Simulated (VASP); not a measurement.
# Na (Cmcm) in VASP: further runs

Na is run at these levels: r2SCAN; tasks: single point.

All numbers are computed with VASP 6.6.1; they aren't measurements. Logs are shortened: lines on timing, memory, paths and dates and some standing lists are left out, and cuts for length are marked.

## (1) The cell of the first run

Symmetry: Cmcm, No. 63, orthorhombic system. The conventional cell has a = 3.767 Å, b = 6.525 Å, c = 6.154 Å, α = 90.00°, β = 90.00°, γ = 90.00°. Na (site symmetry m2m) has 14 Na at 3.66 to 4.97 Å within 5.0 Å.

## (2) Single point, r2SCAN (atom 1 (Na) moved by (-0.450, +0.000) A along y and z)

POSCAR

```
Na
1.0
    3.7670009976      0.0000000000      0.0000000000
   -1.8835004988      3.2623185600      0.0000000000
    0.0000000000      0.0000000000      6.1540000000
Na
2
Direct
    0.2643639804      0.5287279609      0.2500000000
    0.6666666667      0.3333333333      0.7500000000
```

INCAR.step1

```
SYSTEM = Na
PREC = Accurate ; ENCUT = 520
ISMEAR = 0 ; SIGMA = 0.15
LREAL = .FALSE. ; LASPH = .TRUE.
NELM = 100 ; NBANDS = 14
GGA = PE ; ALGO = Normal
EDIFF = 1E-4 ; LWAVE = .TRUE.
LCHARG = .FALSE.
```

INCAR.step2

```
SYSTEM = Na
PREC = Accurate ; ENCUT = 520
EDIFF = 1E-6 ; ISMEAR = 0
SIGMA = 0.15 ; LREAL = .FALSE.
LASPH = .TRUE. ; NELM = 100
ALGO = Normal ; ISIF = 2
LWAVE = .FALSE. ; LCHARG = .FALSE.
METAGGA = R2SCAN ; LMIXTAU = .TRUE.
NBANDS = 14 ; ISTART = 1
```

KPOINTS

```
regular mesh
0
G
  12 12 8
  0 0 0
```

Potentials or basis: VASP PAW PBE potentials, release 64 (Na_pv).

The run is started by

```bash
$ cat potpaw_PBE.64/Na_pv/POTCAR > POTCAR
$ cp INCAR.step1 INCAR
$ mpirun -np 1 vasp_std > vasp.out
$ cp INCAR.step2 INCAR
$ mpirun -np 1 vasp_std > vasp.out
```

OUTCAR:

```text
SYSTEM = Na
   PREC = Accurate
   ENCUT = 520
   EDIFF = 1E-6
   ISMEAR = 0
   LREAL = .FALSE.
   LASPH = .TRUE.
   NELM = 100
   ISIF = 2
   METAGGA = R2SCAN
   ISTART = 1

 ion  position               nearest neighbor table
   1  0.264  0.529  0.250-
   2  0.667  0.333  0.750-

  LATTYP: Found a hexagonal cell.
 ALAT       =     3.7670009976
 C/A-ratio  =     1.6336603054

  Lattice vectors:

 A1 = (   3.7670009976,   0.0000000000,   0.0000000000)
 A2 = (  -1.8835004988,   3.2623185600,   0.0000000000)
 A3 = (   0.0000000000,   0.0000000000,   6.1540000000)

Analysis of symmetry for initial positions (statically):
=====================================================================
 Subroutine PRICEL returns:
 Original cell was already a primitive cell.

 Routine SETGRP: Setting up the symmetry group for a
 hexagonal supercell.

 Subroutine GETGRP returns: Found  8 space group operations
 (whereof  2 operations were pure point group operations)
 out of a pool of 24 trial point group operations.

The static configuration has the point symmetry C_1h.
 The point group associated with its full space group is D_2h.

Analysis of symmetry for dynamics (positions and initial velocities):
=====================================================================
 Subroutine PRICEL returns:
 Original cell was already a primitive cell.

 Routine SETGRP: Setting up the symmetry group for a
 hexagonal supercell.

 Subroutine GETGRP returns: Found  8 space group operations
 (whereof  2 operations were pure point group operations)
 out of a pool of 24 trial point group operations.

The dynamic configuration has the point symmetry C_1h.
 The point group associated with its full space group is D_2h.

 Subroutine INISYM returns: Found  8 space group operations
 (whereof  2 operations are pure point group operations),
 and found     1 'primitive' translations

----------------------------------------------------------------------------------------

                                     Primitive cell

  volume of cell :      75.6275

  direct lattice vectors                    reciprocal lattice vectors
     3.767000998  0.000000000  0.000000000     0.265463163  0.153265229  0.000000000
    -1.883500499  3.262318560  0.000000000     0.000000000  0.306530457  0.000000000
     0.000000000  0.000000000  6.154000000     0.000000000  0.000000000  0.162495938

  length of vectors
     3.767000998  3.767000998  6.154000000     0.306530457  0.306530457  0.162495938

  position of ions in fractional coordinates (direct lattice)
     0.264363980  0.528727961  0.250000000
     0.666666667  0.333333333  0.750000000

  ion indices of the primitive-cell ions
   primitive index   ion index
                 1           1
                 2           2

----------------------------------------------------------------------------------------

 KPOINTS: regular mesh

Automatic generation of k-mesh.
 Grid dimensions read from file:
 generate k-points for:   12   12    8

 Generating k-lattice:

  Cartesian coordinates                     Fractional coordinates (reciprocal lattice)
     0.022121930  0.012772102  0.000000000     0.083333333 -0.000000000  0.000000000
     0.000000000  0.025544205  0.000000000     0.000000000  0.083333333  0.000000000
     0.000000000  0.000000000  0.020311992     0.000000000  0.000000000  0.125000000

  Length of vectors
     0.025544205  0.025544205  0.020311992

  Shift w.r.t. Gamma in fractional coordinates (k-lattice)
     0.000000000  0.000000000  0.000000000

 Subroutine IBZKPT returns following result:
 ===========================================

 Found    215 irreducible k-points:

 Following reciprocal coordinates:
            Coordinates               Weight
  0.000000  0.000000  0.000000      1.000000
  0.083333  0.000000  0.000000      4.000000
  0.000000  0.083333  0.000000      2.000000
  0.166667  0.000000  0.000000      4.000000
  0.000000  0.166667  0.000000      2.000000
  0.250000  0.000000  0.000000      4.000000
[... 16 lines left out ...]
 -0.083333  0.416667  0.000000      4.000000
 -0.416667  0.333333  0.000000      4.000000
 [... further k-points ...]
   k-points           NKPTS =    215   k-points in BZ     NKDIM =    215   number of bands    NBANDS=     14
   number of dos      NEDOS =    301   number of ions     NIONS =      2
   total plane-waves  NPLWV =  37632
   dimension x,y,z NGX =    28 NGY =   28 NGZ =   48
   dimension x,y,z NGXF=    56 NGYF=   56 NGZF=   96
   ions per type =               2
   NGX,Y,Z   is equivalent  to a cutoff of  12.36, 12.36, 12.97 a.u.
   NGXF,Y,Z  is equivalent  to a cutoff of  24.71, 24.71, 25.93 a.u.
 SYSTEM =  Na
   PREC   = accura    normal or accurate (medium, high low for compatibility)
   ISTART =      1    job   : 0-new  1-cont  2-samecut
   ICHARG =      0    charge: 1-file 2-atom 10-const
   ISPIN  =      1    spin polarized calculation?
   LNONCOLLINEAR =      F non collinear calculations
   LSORBIT =      F    spin-orbit coupling
   LASPH  =      T    aspherical Exc in radial PAW
   ENCUT  =  520.0 eV  38.22 Ry    6.18 a.u.   7.00  7.00 11.44*2*pi/ulx,y,z
   NELM   =    100;   NELMIN=  2; NELMDL=  0     # of ELM steps
   EDIFF  = 0.1E-05   stopping-criterion for ELM
   LREAL  =      F    real-space projection
   EDIFFG = 0.1E-04   stopping-criterion for IOM
   NSW    =      0    number of steps for IOM
   IBRION =     -1    ionic relax: 0-MD 1-quasi-New 2-CG
   NFREE  =      0    steps in history (QN), initial steepest desc. (CG)
   ISIF   =      2    stress and relaxation
   ISYM   =      2    0-nonsym 1-usesym 2-fastsym
   POTIM  = 0.5000    time-step for ionic-motion
   TEBEG  =    0.0;   TEEND  =   0.0 temperature during run
   PSTRESS=    0.0 pullay stress
   NELECT =      14.0000    total number of electrons
   NUPDOWN=      -1.0000    fix difference up-down
   EMIN   =  10.00;   EMAX   =-10.00  energy-range for DOS
   EFERMI =   0.00;   METHOD = LEGACY
   ISMEAR =     0;   SIGMA  =   0.15  broadening in eV -4-tet -1-fermi 0-gaus
   EFERMI_NEDOS =   21; number of points for ismear=-14 and -15
   IALGO  =     38    algorithm
   IMIX   =      4    mixing-type and parameters
     AMIX     =   0.40;   BMIX     =  1.00
     AMIX_MAG =   1.60;   BMIX_MAG =  1.00
  volume/ion in A,a.u.               =      37.81       255.18
  Fermi-wavevector in a.u.,A,eV,Ry     =   0.933020  1.763152 11.844231  0.870526
  Thomas-Fermi vector in A             =   2.059678
   LORBIT       =      0    0 simple, 1 ext, 2 COOP (PROOUT), +10 PAW based schemes
   METAGGA = R2SCAN    functional components
   LHFCALC =     F    Hartree Fock is set to
   AEXX    =    0.0000 exact exchange contribution
   IVDW    =     0    specifies the selected vdW correction
   LEPSILON=     F    determine dielectric tensor
   LRPA    =     F    only Hartree local field effects (RPA)
 non-spin polarized calculation
 Gauss-broadening in eV      SIGMA  =   0.15
  energy-cutoff  :      520.00
  volume of cell :       75.63
 maximum number of plane-waves:      2059
   NGX = 13   NGY = 13   NGZ = 23

 number of electron      14.0000009 magnetization

 Free energy of the ion-electron system (eV)
  ---------------------------------------------------
  ext. energy  EPLUGINS =         0.00000000
  ---------------------------------------------------
  free energy    TOTEN  =        -7.10555875 eV

  energy without entropy =       -7.09709321  energy(sigma->0) =       -7.10132598

 E-fermi :   0.2826     XC(G=0):  -6.8629

 val. band max:        0.2749387866   @ k =   0.2500   0.2500   0.3750
 cond. band min:       0.3448229341   @ k =  -0.0833   0.5000   0.2500
 fundamental gap:      0.0698841476
 Fermi energy:         0.2825964620

 k-point     1 :       0.0000    0.0000    0.0000
  band No.  band energies     occupation
      1     -25.7754      2.00000
      2     -25.7488      2.00000
      3     -25.7408      2.00000
      4     -25.7395      2.00000
      5     -25.7385      2.00000
      6     -25.7382      2.00000
      7      -3.1560      2.00000
      8       0.7860      0.00000
      9       1.4428      0.00000
     10      10.7125      0.00000
     11      10.8413      0.00000
     12      11.0771      0.00000
     13      11.5985      0.00000
     14      11.6181      0.00000

 k-point     2 :       0.0833    0.0000    0.0000
  band No.  band energies     occupation
      1     -25.7746      2.00000
      2     -25.7500      2.00000
      3     -25.7425      2.00000
      4     -25.7399      2.00000
      5     -25.7394      2.00000
      6     -25.7385      2.00000
      7      -3.0476      2.00000
      8       0.8837      0.00000
      9       1.5450      0.00000
     10       9.1336      0.00000
     11      10.0979      0.00000
     12      10.5386      0.00000
     13      12.0715      0.00000
     14      12.3505      0.00000

 k-point     3 :       0.0000    0.0833    0.0000
  band No.  band energies     occupation
      1     -25.7749      2.00000
      2     -25.7492      2.00000
      3     -25.7412      2.00000
      4     -25.7407      2.00000
      5     -25.7396      2.00000
      6     -25.7394      2.00000
      7      -3.0475      2.00000
      8       0.8840      0.00000
      9       1.5467      0.00000
     10       9.0553      0.00000
     11      10.1020      0.00000
     12      10.5330      0.00000
     13      12.2018      0.00000
     14      12.3319      0.00000
[... 324 lines left out ...]
 k-point    23 :      -0.0833    0.4167    0.0000
  band No.  band energies     occupation
      1     -25.7678      2.00000
      2     -25.7625      2.00000
      3     -25.7577      2.00000
      4     -25.7542      2.00000
      5     -25.7464      2.00000
      6     -25.7411      2.00000
      7      -0.9250      2.00000
      8       2.6693      0.00000
      9       2.8523      0.00000
     10       3.6933      0.00000
     11       6.1036      0.00000
     12       6.4324      0.00000
     13       8.0341      0.00000
     14       9.9426      0.00000

 k-point    24 :      -0.4167    0.3333    0.0000
  band No.  band energies     occupation
      1     -25.7671      2.00000
      2     -25.7639      2.00000
      3     -25.7602      2.00000
      4     -25.7486      2.00000
      5     -25.7472      2.00000
      6     -25.7429      2.00000
      7      -0.9258      2.00000
      8       2.5055      0.00000
      9       2.8463      0.00000
     10       3.9144      0.00000
     11       6.4120      0.00000
     12       6.4752      0.00000
     13       7.6153      0.00000
     14       9.9932      0.00000

 [... further k-points ...]

------------------------ aborting loop because EDIFF is reached ----------------------------------------

  FORCE on cell =-STRESS in cart. coord.  units (eV):
  Direction    XX          YY          ZZ          XY          YZ          ZX
  --------------------------------------------------------------------------------------
  -------------------------------------------------------------------------------------
  Total        0.1779415     -0.1690160      0.0398355     -0.0000000     -0.0000000      0.0000000
  in kB        3.7697116     -3.5806255      0.8439205     -0.0000000     -0.0000000      0.0000000
  external PRESSURE =       0.3443355 kB  Pullay stress =       0.0000000 kB

 VOLUME and BASIS-vectors are now :
 -----------------------------------------------------------------------------
  energy-cutoff  :      520.00
  volume of cell :       75.63
      direct lattice vectors                 reciprocal lattice vectors
     3.767000998  0.000000000  0.000000000     0.265463163  0.153265229  0.000000000
    -1.883500499  3.262318560  0.000000000     0.000000000  0.306530457  0.000000000
     0.000000000  0.000000000  6.154000000     0.000000000  0.000000000  0.162495938

 POSITION                                       TOTAL-FORCE (eV/Angst)
 -----------------------------------------------------------------------------------
     -0.00000      1.72488      1.53850        -0.000000      0.041259      0.000000
      1.88350      1.08744      4.61550         0.000000     -0.041259      0.000000
 -----------------------------------------------------------------------------------
    total drift:                               -0.000003     -0.000414      0.000000

  FREE ENERGIE OF THE ION-ELECTRON SYSTEM (eV)
  ---------------------------------------------------
  free  energy   TOTEN  =        -7.1055587528 eV

  energy  without entropy=       -7.0970932091  energy(sigma->0) =       -7.10132598
```

Wall time 4.7 min (1 thread of Intel Xeon 6975P-C (Granite Rapids), shared host); peak memory 0.29 GiB.

What came out:

```
Free energy            : -7.1056 eV
Pressure               : 0.0 GPa
Largest force          : 0.041 eV/Å
Band gap on the k mesh : zero (bands 7 and 8 overlap by 4.51 eV)
```

Forces on the atoms (eV/Å):
```
Na   0.000  0.041  0.000
Na   0.000 -0.041  0.000
```

Stress tensor (GPa, compression positive):
```
 0.38  0.00  0.00
 0.00 -0.36  0.00
 0.00  0.00  0.08
```

Levels at points of the mesh, in eV from the Fermi level:
```tsv
k point	band 5	band 6	band 7	band 8	band 9	band 10
(0.00, 0.00, 0.00)	-26.02	-26.02	-3.44	0.50	1.16	10.43
(0.50, 0.00, 0.00)	-26.03	-26.03	0.25	0.40	4.01	4.08
(0.00, 0.50, 0.00)	-26.03	-26.02	0.14	0.56	3.99	4.13
(0.00, 0.00, 0.50)	-26.02	-26.02	-2.35	-2.35	5.88	5.88
(0.50, 0.00, 0.50)	-26.03	-26.03	1.04	1.04	1.76	1.76
(0.00, 0.50, 0.50)	-26.03	-26.03	1.09	1.09	1.71	1.71
```

Caveat: the cell differs from its parent crystal (atom 1 (Na) moved by (-0.450, +0.000) A along y and z); the PAW data sets were made with another functional, which shifts forces and pressure a little.

## (3) Single point, r2SCAN (atom 1 (Na) moved by (+0.450, +0.000) A along y and z)

POSCAR: that of step 2 with these lines changed.

```diff
@@ -8,3 +8,3 @@
 Direct
-    0.2643639804      0.5287279609      0.2500000000
+    0.4023026862      0.8046053724      0.2500000000
     0.6666666667      0.3333333333      0.7500000000
```

INCAR.step1

```
ALGO     = Normal         # electronic algorithm
EDIFF    = 1E-4           # SCF threshold, eV
ENCUT    = 520            # plane-wave cutoff, eV
GGA      = PE             # functional
ISMEAR   = 0              # smearing method
LASPH    = True           # aspherical terms in the spheres
LCHARG   = False          # write CHGCAR
LREAL    = False          # projectors in reciprocal space
LWAVE    = True           # write WAVECAR
NBANDS   = 14             # bands
NELM     = 80             # most SCF steps
PREC     = Accurate       # precision mode
SIGMA    = 0.15           # smearing width, eV
```

INCAR.step2

```
ALGO     = Normal         # electronic algorithm
EDIFF    = 1E-6           # SCF threshold, eV
ENCUT    = 520            # plane-wave cutoff, eV
ISIF     = 2              # what is computed and relaxed
ISMEAR   = 0              # smearing method
ISTART   = 1            
LASPH    = True           # aspherical terms in the spheres
LCHARG   = True           # write CHGCAR
LELF     = True           # ELF
LMIXTAU  = True         
LREAL    = False          # projectors in reciprocal space
LVHAR    = True         
LWAVE    = False          # write WAVECAR
METAGGA  = R2SCAN         # meta-GGA
NBANDS   = 14             # bands
NELM     = 80             # most SCF steps
PREC     = Accurate       # precision mode
SIGMA    = 0.15           # smearing width, eV
```

KPOINTS

```
k-points
0
Gamma
  12 12 8
```

Potentials or basis: VASP PAW PBE potentials, release 64 (Na_pv).

The run is started by

```bash
$ cat potpaw_PBE.64/Na_pv/POTCAR > POTCAR
$ cp INCAR.step1 INCAR
$ mpirun -np 1 vasp_std > vasp.out
$ cp INCAR.step2 INCAR
$ mpirun -np 1 vasp_std > vasp.out
```

It took 5.2 min on 1 thread of Intel Xeon 6975P-C (Granite Rapids), shared host; peak memory 0.3 GiB.

The run converged. Its results:

| Property | Result |
| --- | --- |
| Free energy | -7.0991 eV |
| Pressure | 0.0 GPa |
| Largest force | 0.078 eV/Å |
| Band gap on the k mesh | zero (bands 7 and 8 overlap by 4.52 eV) |

Forces on the atoms (eV/Å):
```
Na   0.000 -0.078  0.000
Na   0.000  0.078  0.000
```

Stress tensor (GPa, compression positive):
```
-0.29  0.00  0.00
 0.00  0.26  0.00
 0.00  0.00  0.14
```

Levels at points of the mesh, in eV from the Fermi level:
| k point | band 4 | band 5 | band 6 | band 7 | band 8 | band 9 | band 10 | band 11 |
| --- | --- | --- | --- | --- | --- | --- | --- | --- |
| (0.00, 0.00, 0.00) | -26.03 | -26.03 | -26.03 | -3.44 | 0.50 | 1.16 | 10.51 | 10.71 |
| (0.50, 0.00, 0.00) | -26.04 | -26.03 | -26.03 | 0.17 | 0.52 | 3.99 | 4.11 | 4.58 |
| (0.00, 0.50, 0.00) | -26.04 | -26.04 | -26.03 | 0.30 | 0.34 | 4.02 | 4.06 | 4.81 |
| (0.00, 0.00, 0.50) | -26.03 | -26.03 | -26.03 | -2.35 | -2.35 | 5.87 | 5.87 | 11.05 |
| (0.50, 0.00, 0.50) | -26.04 | -26.03 | -26.03 | 1.07 | 1.07 | 1.73 | 1.73 | 8.02 |
| (0.00, 0.50, 0.50) | -26.04 | -26.03 | -26.03 | 1.04 | 1.04 | 1.76 | 1.76 | 8.00 |

Caveat: the cell differs from its parent crystal (atom 1 (Na) moved by (+0.450, +0.000) A along y and z); the PAW data sets were made with another functional, which shifts forces and pressure a little.

The gap in the log of VASP goes by the Fermi energy; the results here count the filled bands.